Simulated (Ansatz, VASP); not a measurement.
## Two plane-wave programs on LiH

```
Li H
1.0
     2.63703    0.00000    0.00000
    -1.31852    2.28374    0.00000
     0.00000    0.00000    2.55386
Li H
1 1
Direct
  0.66667 0.33333 0.00000
  0.00000 0.00000 0.50000
```

Change from the starting cell: species swapped into the CrC type (P-6m2, No. 187).

Alike in both runs: task relaxation of cell and atoms; functional PBE; k mesh 12 × 12 × 10; occupations gaussian, width 0.02 eV; no spin polarisation.

|  | VASP | Ansatz |
| --- | --- | --- |
| version | VASP 6.6.1 | Ansatz 0.2.0 |
| potentials or method | VASP PAW PBE potentials, release 64 (Li_sv, H), cutoff 600 eV | scalar-relativistic, plane waves, PAW |
| valence electrons in the cell | 4 | 4 |

|  | VASP | Ansatz | Ansatz less VASP |
| --- | --- | --- | --- |
| gap on the k mesh at the Fermi level, each at its own relaxed structure (eV) | 1.86 | 1.87 | +0.012 |
| relaxed volume (Å³/atom) | 8.29 | 8.34 | +0.046 |
| relaxed cell length with the largest relative difference (Å) | 2.751 | 2.756 | +0.0052 |

Noted on VASP's run: the cutoff is short for stress, so the pressure is rough.
